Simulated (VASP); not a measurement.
# AlCo (rocksalt type) (Fm-3m) in VASP: single point with PBEsol

Aim: the single point of AlCo (rocksalt type) with PBEsol.

All numbers are computed with VASP 6.6.1; they aren't measurements. Logs are shortened: lines on timing, memory, paths and dates and some standing lists are left out, and cuts for length are marked.

## Step 1: The cell of the first run

The structure is cubic, space group Fm-3m (No. 225). The conventional cell has a = 4.733 Å, b = 4.733 Å, c = 4.733 Å, α = 90.00°, β = 90.00°, γ = 90.00°. Within 3.1 Å of Co (site symmetry m-3m) lie 6 Al at 2.37 Å. Within 3.1 Å of Al (site symmetry m-3m) lie 6 Co at 2.37 Å.

## Step 2: Single point, PBEsol

Input file INCAR:

```
ALGO = Normal
EDIFF = 1E-7
ENCUT = 520
GGA = PS
ISIF = 2
ISMEAR = -1
LASPH = True
LCHARG = False
LREAL = False
LWAVE = False
NBANDS = 13
NELM = 80
PREC = Accurate
SIGMA = 0.05
```

Input file KPOINTS:

```
k-points
0
Gamma
  15 15 15
```

Input file POSCAR:

```
AlCo
1.0
    0.0000000000      2.3664131613      2.3664131613
    2.3664131613      0.0000000000      2.3664131613
    2.3664131613      2.3664131613      0.0000000000
Co Al
1 1
Direct
    0.0000000000      0.0000000000      0.0000000000
    0.5000000000      0.5000000000      0.5000000000
```

Potentials or basis: VASP PAW PBE potentials, release 64 (Co, Al).

The run is started by

```bash
cat potpaw_PBE.64/Co/POTCAR potpaw_PBE.64/Al/POTCAR > POTCAR
mpirun -np 1 vasp_std > vasp.out
```

OUTCAR:

```text
EDIFF = 1E-7
   ENCUT = 520
   GGA = PS
   ISIF = 2
   ISMEAR = -1
   LASPH = True
   LREAL = False
   NELM = 80
   PREC = Accurate

 ion  position               nearest neighbor table
   1  0.000  0.000  0.000-   2 2.37   2 2.37   2 2.37   2 2.37   2 2.37   2 2.37
   2  0.500  0.500  0.500-   1 2.37   1 2.37   1 2.37   1 2.37   1 2.37   1 2.37

  LATTYP: Found a face centered cubic cell.
 ALAT       =     4.7328263226

  Lattice vectors:

 A1 = (   0.0000000000,   2.3664131613,   2.3664131613)
 A2 = (   2.3664131613,   0.0000000000,   2.3664131613)
 A3 = (   2.3664131613,   2.3664131613,   0.0000000000)

Analysis of symmetry for initial positions (statically):
=====================================================================
 Subroutine PRICEL returns:
 Original cell was already a primitive cell.

 Routine SETGRP: Setting up the symmetry group for a
 face centered cubic supercell.

 Subroutine GETGRP returns: Found 48 space group operations
 (whereof 48 operations were pure point group operations)
 out of a pool of 48 trial point group operations.

The static configuration has the point symmetry O_h .

Analysis of symmetry for dynamics (positions and initial velocities):
=====================================================================
 Subroutine PRICEL returns:
 Original cell was already a primitive cell.

 Routine SETGRP: Setting up the symmetry group for a
 face centered cubic supercell.

 Subroutine GETGRP returns: Found 48 space group operations
 (whereof 48 operations were pure point group operations)
 out of a pool of 48 trial point group operations.

The dynamic configuration has the point symmetry O_h .

 Subroutine INISYM returns: Found 48 space group operations
 (whereof 48 operations are pure point group operations),
 and found     1 'primitive' translations

----------------------------------------------------------------------------------------

                                     Primitive cell

  volume of cell :      26.5034

  direct lattice vectors                    reciprocal lattice vectors
     0.000000000  2.366413161  2.366413161    -0.211290238  0.211290238  0.211290238
     2.366413161  0.000000000  2.366413161     0.211290238 -0.211290238  0.211290238
     2.366413161  2.366413161  0.000000000     0.211290238  0.211290238 -0.211290238

  length of vectors
     3.346613587  3.346613587  3.346613587     0.365965427  0.365965427  0.365965427

  position of ions in fractional coordinates (direct lattice)
     0.000000000  0.000000000  0.000000000
     0.500000000  0.500000000  0.500000000

  ion indices of the primitive-cell ions
   primitive index   ion index
                 1           1
                 2           2

----------------------------------------------------------------------------------------

 KPOINTS: k-points

Automatic generation of k-mesh.
 Grid dimensions read from file:
 generate k-points for:   15   15   15

 Generating k-lattice:

  Cartesian coordinates                     Fractional coordinates (reciprocal lattice)
    -0.014086016  0.014086016  0.014086016     0.066666667  0.000000000  0.000000000
     0.014086016 -0.014086016  0.014086016     0.000000000  0.066666667  0.000000000
     0.014086016  0.014086016 -0.014086016     0.000000000  0.000000000  0.066666667

  Length of vectors
     0.024397695  0.024397695  0.024397695

  Shift w.r.t. Gamma in fractional coordinates (k-lattice)
     0.000000000  0.000000000  0.000000000

 Subroutine IBZKPT returns following result:
 ===========================================

 Found    120 irreducible k-points:

 Following reciprocal coordinates:
            Coordinates               Weight
  0.000000  0.000000  0.000000      1.000000
  0.066667  0.000000  0.000000      8.000000
  0.133333  0.000000  0.000000      8.000000
  0.200000  0.000000  0.000000      8.000000
  0.266667  0.000000  0.000000      8.000000
  0.333333  0.000000  0.000000      8.000000
[... 16 lines left out ...]
  0.133333  0.133333  0.000000      6.000000
  0.200000  0.133333  0.000000     24.000000
 [... further k-points ...]
   k-points           NKPTS =    120   k-points in BZ     NKDIM =    120   number of bands    NBANDS=     13
   number of dos      NEDOS =    301   number of ions     NIONS =      2
   total plane-waves  NPLWV =  21952
   dimension x,y,z NGX =    28 NGY =   28 NGZ =   28
   dimension x,y,z NGXF=    56 NGYF=   56 NGZF=   56
   ions per type =               1   1
   NGX,Y,Z   is equivalent  to a cutoff of  13.91, 13.91, 13.91 a.u.
   NGXF,Y,Z  is equivalent  to a cutoff of  27.82, 27.82, 27.82 a.u.
 SYSTEM =  unknown system
   PREC   = accura    normal or accurate (medium, high low for compatibility)
   ISTART =      0    job   : 0-new  1-cont  2-samecut
   ICHARG =      2    charge: 1-file 2-atom 10-const
   ISPIN  =      1    spin polarized calculation?
   LNONCOLLINEAR =      F non collinear calculations
   LSORBIT =      F    spin-orbit coupling
   LASPH  =      T    aspherical Exc in radial PAW
   ENCUT  =  520.0 eV  38.22 Ry    6.18 a.u.   6.22  6.22  6.22*2*pi/ulx,y,z
   NELM   =     80;   NELMIN=  2; NELMDL= -5     # of ELM steps
   EDIFF  = 0.1E-06   stopping-criterion for ELM
   LREAL  =      F    real-space projection
   EDIFFG = 0.1E-05   stopping-criterion for IOM
   NSW    =      0    number of steps for IOM
   IBRION =     -1    ionic relax: 0-MD 1-quasi-New 2-CG
   NFREE  =      0    steps in history (QN), initial steepest desc. (CG)
   ISIF   =      2    stress and relaxation
   ISYM   =      2    0-nonsym 1-usesym 2-fastsym
   POTIM  = 0.5000    time-step for ionic-motion
   TEBEG  =    0.0;   TEEND  =   0.0 temperature during run
   PSTRESS=    0.0 pullay stress
   NELECT =      12.0000    total number of electrons
   NUPDOWN=      -1.0000    fix difference up-down
   EMIN   =  10.00;   EMAX   =-10.00  energy-range for DOS
   EFERMI =   0.00;   METHOD = LEGACY
   ISMEAR =    -1;   SIGMA  =   0.05  broadening in eV -4-tet -1-fermi 0-gaus
   EFERMI_NEDOS =   21; number of points for ismear=-14 and -15
   IALGO  =     38    algorithm
   IMIX   =      4    mixing-type and parameters
     AMIX     =   0.40;   BMIX     =  1.00
     AMIX_MAG =   1.60;   BMIX_MAG =  1.00
  volume/ion in A,a.u.               =      13.25        89.43
  Fermi-wavevector in a.u.,A,eV,Ry     =   1.257095  2.375565 21.501112  1.580287
  Thomas-Fermi vector in A             =   2.390771
   LORBIT       =      0    0 simple, 1 ext, 2 COOP (PROOUT), +10 PAW based schemes
   GGA     = PS    functional components
   LHFCALC =     F    Hartree Fock is set to
   AEXX    =    0.0000 exact exchange contribution
   IVDW    =     0    specifies the selected vdW correction
   LEPSILON=     F    determine dielectric tensor
   LRPA    =     F    only Hartree local field effects (RPA)
 non-spin polarized calculation
  energy-cutoff  :      520.00
  volume of cell :       26.50
 maximum number of plane-waves:       728
 NGX is ok and might be reduce to    28
   NGX = 13   NGY = 13   NGZ = 13

 number of electron      12.0000001 magnetization

 Free energy of the ion-electron system (eV)
  ---------------------------------------------------
  ext. energy  EPLUGINS =         0.00000000
  ---------------------------------------------------
  free energy    TOTEN  =       -11.33087009 eV

  energy without entropy =      -11.31921733  energy(sigma->0) =      -11.32504371

 E-fermi :   8.5982     XC(G=0): -11.6585

 val. band max:        8.5846787559   @ k =  -0.4000   0.3333   0.0667
 cond. band min:       8.5989388241   @ k =  -0.3333   0.4667   0.2000
 fundamental gap:      0.0142600682
 Fermi energy:         8.5982478755

 k-point     1 :       0.0000    0.0000    0.0000
  band No.  band energies     occupation
      1      -1.3772      2.00000
      2       7.0992      2.00000
      3       7.0992      2.00000
      4       7.0992      2.00000
      5       7.2569      2.00000
      6       7.2569      2.00000
      7      16.1244      0.00000
      8      16.1244      0.00000
      9      16.1244      0.00000
     10      19.9854      0.00000
     11      19.9854      0.00000
     12      19.9854      0.00000
     13      20.4355      0.00000

 k-point     2 :       0.0667    0.0000    0.0000
  band No.  band energies     occupation
      1      -1.2857      2.00000
      2       7.0542      2.00000
      3       7.1152      2.00000
      4       7.1152      2.00000
      5       7.2447      2.00000
      6       7.2447      2.00000
      7      15.4924      0.00000
      8      16.1020      0.00000
      9      16.1020      0.00000
     10      19.3309      0.00000
     11      20.1226      0.00000
     12      20.1226      0.00000
     13      21.6281      0.00000

 k-point     3 :       0.1333    0.0000    0.0000
  band No.  band energies     occupation
      1      -1.0123      2.00000
      2       6.9176      2.00000
      3       7.0902      2.00000
      4       7.0902      2.00000
      5       7.2841      2.00000
      6       7.2841      2.00000
      7      14.0824      0.00000
      8      16.0478      0.00000
      9      16.0478      0.00000
     10      18.9344      0.00000
     11      20.4192      0.00000
     12      20.4192      0.00000
     13      22.2465      0.00000
[... 305 lines left out ...]
 k-point    23 :       0.1333    0.1333    0.0000
  band No.  band energies     occupation
      1      -0.8924      2.00000
      2       6.9092      2.00000
      3       7.0064      2.00000
      4       7.1973      2.00000
      5       7.1973      2.00000
      6       7.3233      2.00000
      7      14.8200      0.00000
      8      14.8200      0.00000
      9      15.8798      0.00000
     10      17.9358      0.00000
     11      19.5411      0.00000
     12      21.3394      0.00000
     13      21.3394      0.00000

 k-point    24 :       0.2000    0.1333    0.0000
  band No.  band energies     occupation
      1      -0.5634      2.00000
      2       6.7757      2.00000
      3       6.8640      2.00000
      4       7.1828      2.00000
      5       7.2864      2.00000
      6       7.4204      2.00000
      7      13.6700      0.00000
      8      14.3856      0.00000
      9      16.1362      0.00000
     10      17.8470      0.00000
     11      18.2369      0.00000
     12      21.6020      0.00000
     13      21.7972      0.00000

 [... further k-points ...]
[... 5 lines left out ...]
  --------------------------------------------------------------------------------------
  -------------------------------------------------------------------------------------
  Total        0.0129025      0.0129025      0.0129025      0.0000000      0.0000000     -0.0000000
  in kB        0.7799801      0.7799801      0.7799801      0.0000000      0.0000000     -0.0000000
  external PRESSURE =       0.7799801 kB  Pullay stress =       0.0000000 kB

 VOLUME and BASIS-vectors are now :
 -----------------------------------------------------------------------------
  energy-cutoff  :      520.00
  volume of cell :       26.50
      direct lattice vectors                 reciprocal lattice vectors
     0.000000000  2.366413161  2.366413161    -0.211290238  0.211290238  0.211290238
     2.366413161  0.000000000  2.366413161     0.211290238 -0.211290238  0.211290238
     2.366413161  2.366413161  0.000000000     0.211290238  0.211290238 -0.211290238

 POSITION                                       TOTAL-FORCE (eV/Angst)
 -----------------------------------------------------------------------------------
      0.00000      0.00000      0.00000        -0.000000     -0.000000     -0.000000
      2.36641      2.36641      2.36641         0.000000      0.000000      0.000000
 -----------------------------------------------------------------------------------
    total drift:                               -0.000000     -0.000000      0.000000

  FREE ENERGIE OF THE ION-ELECTRON SYSTEM (eV)
  ---------------------------------------------------
  free  energy   TOTEN  =       -11.3308700885 eV

  energy  without entropy=      -11.3192173252  energy(sigma->0) =      -11.32504371
```

It took 45 s on 1 thread of AMD EPYC 7R43 (Zen 3), shared host; peak memory 0.14 GiB.

What came out:

- Free energy: -11.3309 eV
- Pressure: 0.1 GPa
- Band gap on the k mesh: zero (band 6 reaches 8.69 eV, above the bottom of band 7 at 8.58 eV)

Caveat: the PAW data sets were made with another functional, which shifts forces and pressure a little.
